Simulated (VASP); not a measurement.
Crystal: BaCaF4.

```xyz
6
Lattice="2.0539 1.1858 6.7081 -2.0539 1.1858 6.7081 0.0000 -2.3717 6.7081" Properties=species:S:1:pos:R:3 pbc="T T T"
Ca    0.0000    0.0000    0.0000
F     0.0000    0.0000    2.5155
F     0.0000    0.0000    7.5466
F     0.0000    0.0000   12.5777
F     0.0000    0.0000   17.6088
Ba    0.0000    0.0000   10.0622
```

```yaml
Program: VASP 6.6.1
Task: relaxation of cell and atoms
Functional: PBE
Potentials_or_basis: VASP PAW PBE potentials, release 64 (Ca_sv, F, Ba_sv)
Cutoff: 600 eV
k_mesh: 6 × 6 × 6
Occupations: fermi-dirac, width 0.02 eV
Spin: no spin polarisation
```

At the start: pressure 6.7 GPa; volume 16.34 Å³/atom.

Q: How do energy, volume and symmetry change on relaxing?

A: Over 10 steps the energy falls by 95.0 meV/atom and the volume is 17.28 Å³/atom (+5.7 %); space group R-3m (No. 166, to 0.1 Å) before and after.

The path:
| step | energy change (eV) | largest force (eV/Å) | pressure (GPa) | volume (Å³) |
| --- | --- | --- | --- | --- |
| 1 | 0.0000 | 1.3289 | 6.65 | 98.03 |
| 2 | -0.3845 | 0.7079 | -1.40 | 107.98 |
| 3 | -0.3891 | 0.6439 | -2.13 | 109.24 |
| 4 | -0.4885 | 0.4850 | -1.39 | 107.02 |
| 5 | -0.5674 | 0.0192 | 0.74 | 102.49 |
| 6 | -0.5687 | 0.0621 | 0.42 | 103.05 |
| 7 | -0.5687 | 0.0452 | 0.49 | 102.93 |
| 8 | -0.5702 | 0.0196 | -0.07 | 103.79 |
| 9 | -0.5702 | 0.0078 | 0.03 | 103.63 |
| 10 | -0.5702 | 0.0037 | 0.02 | 103.67 |

Final structure:
```
CELL_PARAMETERS angstrom
2.10341 1.21441 6.76383
-2.10341 1.21441 6.76383
0.00000 -2.42881 6.76383
ATOMIC_POSITIONS crystal
Ca 0.00000 0.00000 0.00000
F 0.11533 0.11533 0.11533
F 0.36664 0.36664 0.36664
F 0.63336 0.63336 0.63336
F 0.88467 0.88467 0.88467
Ba 0.50000 0.50000 0.50000
```
